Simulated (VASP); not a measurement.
# Ti4C in VASP: further runs

The runs below take Ti4C through single point, with PBE.

Everything below comes from runs of VASP 6.6.1. Logs are shortened: lines on timing, memory, paths and dates and some standing lists are left out, and cuts for length are marked.

## (1) The cell of the first run

The cell holds a slab with vacuum, 5 atoms: a = 2.908 Å, b = 4.112 Å, c = 19.654 Å, α = 90.00°, β = 90.00°, γ = 90.00°.

## (2) Single point, PBE

The input, INCAR:

```
SYSTEM = Ti4C
  ALGO = Normal
  DIPOL = 0.5 0.5 0.338
  EDIFF = 1E-6
  ENCUT = 520
  GGA = PE
  IDIPOL = 3
  ISIF = 2
  ISMEAR = 0
  LASPH = .TRUE.
  LCHARG = .FALSE.
  LDIPOL = .TRUE.
  LREAL = .FALSE.
  LWAVE = .FALSE.
  NBANDS = 34
  NELM = 100
  PREC = Accurate
  SIGMA = 0.1
```

The input, KPOINTS:

```
k-points
0
G
  9 7 1
  0 0 0
```

The input, POSCAR:

```
Ti4C
1.0
    2.9076478547      0.0000000000      0.0000000000
    0.0000000000      4.1120350307      0.0000000000
    0.0000000000      0.0000000000     19.6538060989
Ti C
4 1
Direct
    0.5000000000      0.5000000000      0.2035229197
    0.0000000000      0.0000000000      0.2774945423
    0.5000000000      0.5000000000      0.3439527020
    0.0000000000      0.0000000000      0.4148716059
    0.5000000000      0.2000000000      0.4503803575
```

Potentials or basis: VASP PAW PBE potentials, release 64 (Ti_sv, C).

On the command line:

```console
cat potpaw_PBE.64/Ti_sv/POTCAR potpaw_PBE.64/C/POTCAR > POTCAR
mpirun -np 1 vasp_std > vasp.out
```

OUTCAR:

```text
SYSTEM = Ti4C
   EDIFF = 1E-6
   ENCUT = 520
   GGA = PE
   ISIF = 2
   ISMEAR = 0
   LASPH = .TRUE.
   LREAL = .FALSE.
   NELM = 100
   PREC = Accurate

 ion  position               nearest neighbor table
   1  0.500  0.500  0.204-   3 2.76   2 2.91   2 2.91   2 2.91   2 2.91
   2  0.000  0.000  0.277-   4 2.70   3 2.84   3 2.84   3 2.84   3 2.84   1 2.91   1 2.91   1 2.91
                             1 2.91
   3  0.500  0.500  0.344-   5 2.43   1 2.76   2 2.84   2 2.84   2 2.84   2 2.84   4 2.88   4 2.88
                             4 2.88   4 2.88
   4  0.000  0.000  0.415-   5 1.81   5 1.81   2 2.70   3 2.88   3 2.88   3 2.88   3 2.88
   5  0.500  0.200  0.450-   4 1.81   4 1.81   3 2.43

  LATTYP: Found a simple orthorhombic cell.
 ALAT       =     2.9076478547
 B/A-ratio  =     1.4142135624
 C/A-ratio  =     6.7593488211

  Lattice vectors:

 A1 = (   2.9076478547,   0.0000000000,   0.0000000000)
 A2 = (   0.0000000000,   4.1120350307,   0.0000000000)
 A3 = (   0.0000000000,   0.0000000000,  19.6538060989)

Analysis of symmetry for initial positions (statically):
=====================================================================
 Subroutine PRICEL returns:
 Original cell was already a primitive cell.

 Routine SETGRP: Setting up the symmetry group for a
 simple orthorhombic supercell.

 Subroutine GETGRP returns: Found  2 space group operations
 (whereof  2 operations were pure point group operations)
 out of a pool of  8 trial point group operations.

The static configuration has the point symmetry C_1h.

Analysis of symmetry for dynamics (positions and initial velocities):
=====================================================================
 Subroutine PRICEL returns:
 Original cell was already a primitive cell.

 Routine SETGRP: Setting up the symmetry group for a
 simple orthorhombic supercell.

 Subroutine GETGRP returns: Found  2 space group operations
 (whereof  2 operations were pure point group operations)
 out of a pool of  8 trial point group operations.

The dynamic configuration has the point symmetry C_1h.

 Subroutine INISYM returns: Found  2 space group operations
 (whereof  2 operations are pure point group operations),
 and found     1 'primitive' translations

----------------------------------------------------------------------------------------

                                     Primitive cell

  volume of cell :     234.9878

  direct lattice vectors                    reciprocal lattice vectors
     2.907647855  0.000000000  0.000000000     0.343920602  0.000000000  0.000000000
     0.000000000  4.112035031  0.000000000     0.000000000  0.243188590  0.000000000
     0.000000000  0.000000000 19.653806099     0.000000000  0.000000000  0.050880730

  length of vectors
     2.907647855  4.112035031 19.653806099     0.343920602  0.243188590  0.050880730

  position of ions in fractional coordinates (direct lattice)
     0.500000000  0.500000000  0.203522920
     0.000000000  0.000000000  0.277494542
     0.500000000  0.500000000  0.343952702
     0.000000000  0.000000000  0.414871606
     0.500000000  0.200000000  0.450380358

  ion indices of the primitive-cell ions
   primitive index   ion index
                 1           1
                 2           2
                 3           3
                 4           4
                 5           5

----------------------------------------------------------------------------------------

 KPOINTS: k-points

Automatic generation of k-mesh.
 Grid dimensions read from file:
 generate k-points for:    9    7    1

 Generating k-lattice:

  Cartesian coordinates                     Fractional coordinates (reciprocal lattice)
     0.038213400  0.000000000  0.000000000     0.111111111  0.000000000  0.000000000
     0.000000000  0.034741227  0.000000000     0.000000000  0.142857143  0.000000000
     0.000000000  0.000000000  0.050880730     0.000000000  0.000000000  1.000000000

  Length of vectors
     0.038213400  0.034741227  0.050880730

  Shift w.r.t. Gamma in fractional coordinates (k-lattice)
     0.000000000  0.000000000  0.000000000

 Subroutine IBZKPT returns following result:
 ===========================================

 Found     20 irreducible k-points:

 Following reciprocal coordinates:
            Coordinates               Weight
  0.000000  0.000000  0.000000      1.000000
  0.111111  0.000000  0.000000      2.000000
  0.222222  0.000000  0.000000      2.000000
  0.333333  0.000000  0.000000      2.000000
  0.444444  0.000000  0.000000      2.000000
  0.000000  0.142857  0.000000      2.000000
[... 12 lines left out ...]
  0.333333  0.428571  0.000000      4.000000
  0.444444  0.428571  0.000000      4.000000
   k-points           NKPTS =     20   k-points in BZ     NKDIM =     20   number of bands    NBANDS=     34
   number of dos      NEDOS =    301   number of ions     NIONS =      5
   total plane-waves  NPLWV = 115200
   dimension x,y,z NGX =    24 NGY =   32 NGZ =  150
   dimension x,y,z NGXF=    48 NGYF=   64 NGZF=  300
   ions per type =               4   1
   NGX,Y,Z   is equivalent  to a cutoff of  13.72, 12.94, 12.69 a.u.
   NGXF,Y,Z  is equivalent  to a cutoff of  27.44, 25.87, 25.38 a.u.
 SYSTEM =  Ti4C
   PREC   = accura    normal or accurate (medium, high low for compatibility)
   ISTART =      0    job   : 0-new  1-cont  2-samecut
   ICHARG =      2    charge: 1-file 2-atom 10-const
   ISPIN  =      1    spin polarized calculation?
   LNONCOLLINEAR =      F non collinear calculations
   LSORBIT =      F    spin-orbit coupling
   LASPH  =      T    aspherical Exc in radial PAW
   ENCUT  =  520.0 eV  38.22 Ry    6.18 a.u.   5.41  7.65 36.54*2*pi/ulx,y,z
   NELM   =    100;   NELMIN=  2; NELMDL= -5     # of ELM steps
   EDIFF  = 0.1E-05   stopping-criterion for ELM
   LREAL  =      F    real-space projection
   EDIFFG = 0.1E-04   stopping-criterion for IOM
   NSW    =      0    number of steps for IOM
   IBRION =     -1    ionic relax: 0-MD 1-quasi-New 2-CG
   NFREE  =      0    steps in history (QN), initial steepest desc. (CG)
   ISIF   =      2    stress and relaxation
   ISYM   =      2    0-nonsym 1-usesym 2-fastsym
   POTIM  = 0.5000    time-step for ionic-motion
   TEBEG  =    0.0;   TEEND  =   0.0 temperature during run
   PSTRESS=    0.0 pullay stress
   NELECT =      52.0000    total number of electrons
   NUPDOWN=      -1.0000    fix difference up-down
   EMIN   =  10.00;   EMAX   =-10.00  energy-range for DOS
   EFERMI =   0.00;   METHOD = LEGACY
   ISMEAR =     0;   SIGMA  =   0.10  broadening in eV -4-tet -1-fermi 0-gaus
   EFERMI_NEDOS =   21; number of points for ismear=-14 and -15
   IALGO  =     38    algorithm
   IMIX   =      4    mixing-type and parameters
     AMIX     =   0.40;   BMIX     =  1.00
     AMIX_MAG =   1.60;   BMIX_MAG =  1.00
  volume/ion in A,a.u.               =      47.00       317.16
  Fermi-wavevector in a.u.,A,eV,Ry     =   0.990210  1.871226 13.340741  0.980517
  Thomas-Fermi vector in A             =   2.121865
   LORBIT       =      0    0 simple, 1 ext, 2 COOP (PROOUT), +10 PAW based schemes
   GGA     = PE    functional components
   LHFCALC =     F    Hartree Fock is set to
   AEXX    =    0.0000 exact exchange contribution
   IVDW    =     0    specifies the selected vdW correction
   LEPSILON=     F    determine dielectric tensor
   LRPA    =     F    only Hartree local field effects (RPA)
 non-spin polarized calculation
 Gauss-broadening in eV      SIGMA  =   0.10
  energy-cutoff  :      520.00
  volume of cell :      234.99
 maximum number of plane-waves:      6369
 NGX is ok and might be reduce to    24
   NGX = 11   NGY = 15   NGZ = 73

 dipolmoment           0.000000      0.000000     -0.040365 electrons x Angstroem

 number of electron      52.0000012 magnetization

 dipolmoment           0.000000      0.000000      0.147960 electrons x Angstroem

 Free energy of the ion-electron system (eV)
  ---------------------------------------------------
  ext. energy  EPLUGINS =         0.00000000
  ---------------------------------------------------
  free energy    TOTEN  =       -35.82065336 eV

  energy without entropy =      -35.77345148  energy(sigma->0) =      -35.79705242

 E-fermi :  -0.4169     XC(G=0):  -4.6636

 val. band max:       -0.4281190650   @ k =   0.3333   0.4286   0.0000
 cond. band min:      -0.4101674777   @ k =   0.2222   0.1429   0.0000
 fundamental gap:      0.0179515873
 Fermi energy:        -0.4169108266

 k-point     1 :       0.0000    0.0000    0.0000
  band No.  band energies     occupation
      1     -57.3784      2.00000
      2     -57.0198      2.00000
      3     -56.8891      2.00000
      4     -56.3404      2.00000
      5     -33.7604      2.00000
      6     -33.6975      2.00000
[... 26 lines left out ...]
     33       1.3181      0.00000
     34       1.6263      0.00000

 k-point     2 :       0.1111    0.0000    0.0000
  band No.  band energies     occupation
      1     -57.3733      2.00000
      2     -57.0124      2.00000
      3     -56.8872      2.00000
      4     -56.3349      2.00000
      5     -33.7571      2.00000
      6     -33.6866      2.00000
[... 26 lines left out ...]
     33       1.5624      0.00000
     34       1.6951      0.00000

 k-point     3 :       0.2222    0.0000    0.0000
  band No.  band energies     occupation
      1     -57.3603      2.00000
      2     -56.9929      2.00000
      3     -56.8832      2.00000
      4     -56.3208      2.00000
      5     -33.7508      2.00000
      6     -33.6588      2.00000
[... 26 lines left out ...]
     33       1.5640      0.00000
     34       1.6689      0.00000
[... 556 lines left out ...]
 k-point    19 :       0.3333    0.4286    0.0000
  band No.  band energies     occupation
      1     -57.3443      2.00000
      2     -56.9593      2.00000
      3     -56.8895      2.00000
      4     -56.3052      2.00000
      5     -33.7432      2.00000
      6     -33.6655      2.00000
[... 26 lines left out ...]
     33       1.3172      0.00000
     34       1.6410      0.00000

 k-point    20 :       0.4444    0.4286    0.0000
  band No.  band energies     occupation
      1     -57.3354      2.00000
      2     -56.9498      2.00000
      3     -56.8811      2.00000
      4     -56.2939      2.00000
      5     -33.7327      2.00000
      6     -33.7180      2.00000
[... 26 lines left out ...]
     33       1.4882      0.00000
     34       1.8063      0.00000

------------------------ aborting loop because EDIFF is reached ----------------------------------------

 vacuum level on the upper side and lower side of the slab       (xc-potential included)         1.084        -1.169

  FORCE on cell =-STRESS in cart. coord.  units (eV):
  Direction    XX          YY          ZZ          XY          YZ          ZX
  --------------------------------------------------------------------------------------
  -------------------------------------------------------------------------------------
  Total        9.5666620     -1.3771932      2.0277373      0.0000000      3.1127838      0.0000000
  in kB       65.2267488     -9.3898826     13.8253774      0.0000000     21.2233654      0.0000000
  external PRESSURE =      23.2207479 kB  Pullay stress =       0.0000000 kB

 VOLUME and BASIS-vectors are now :
 -----------------------------------------------------------------------------
  energy-cutoff  :      520.00
  volume of cell :      234.99
      direct lattice vectors                 reciprocal lattice vectors
     2.907647855  0.000000000  0.000000000     0.343920602  0.000000000  0.000000000
     0.000000000  4.112035031  0.000000000     0.000000000  0.243188590  0.000000000
     0.000000000  0.000000000 19.653806099     0.000000000  0.000000000  0.050880730

 POSITION                                       TOTAL-FORCE (eV/Angst)
 -----------------------------------------------------------------------------------
      1.45382      2.05602      4.00000         0.000000     -0.049567      0.198270
      0.00000      0.00000      5.45382         0.000000      0.153643     -1.084932
      1.45382      2.05602      6.75998         0.000000     -0.845286      0.055823
      0.00000      0.00000      8.15381         0.000000     -2.330375      0.805036
      1.45382      0.82241      8.85169         0.000000      3.071585      0.025802
 -----------------------------------------------------------------------------------
    total drift:                                0.000000     -0.000068      0.001352

  FREE ENERGIE OF THE ION-ELECTRON SYSTEM (eV)
  ---------------------------------------------------
  free  energy   TOTEN  =       -35.8206533563 eV

  energy  without entropy=      -35.7734514848  energy(sigma->0) =      -35.79705242

 vacuum level on the upper side and lower side of the slab         5.083         2.797
```

It took 7.2 min on 1 thread of AMD EPYC 7R43 (Zen 3), shared host; peak memory 0.35 GiB.

Results:

```yaml
Free_energy: -35.8207 eV
Largest_force: 3.072 eV/Å
Band_gap_on_the_k_mesh: zero (bands 26 and 27 overlap by 0.05 eV)
```

Forces in eV/Å, atoms in the order of the input:
```
Ti   0.000 -0.050  0.198
Ti   0.000  0.154 -1.085
Ti   0.000 -0.845  0.056
Ti   0.000 -2.330  0.805
C    0.000  3.072  0.026
```

Levels at points of the mesh, in eV from the Fermi level:
| k point | band 23 | band 24 | band 25 | band 26 | band 27 | band 28 | band 29 | band 30 |
| --- | --- | --- | --- | --- | --- | --- | --- | --- |
| (0.00, 0.00, 0.00) | -1.37 | -1.28 | -0.16 | -0.05 | 0.26 | 0.35 | 0.83 | 1.15 |

[end of part 1 of 2]

The gap in the log of VASP goes by the Fermi energy; the results here count the filled bands.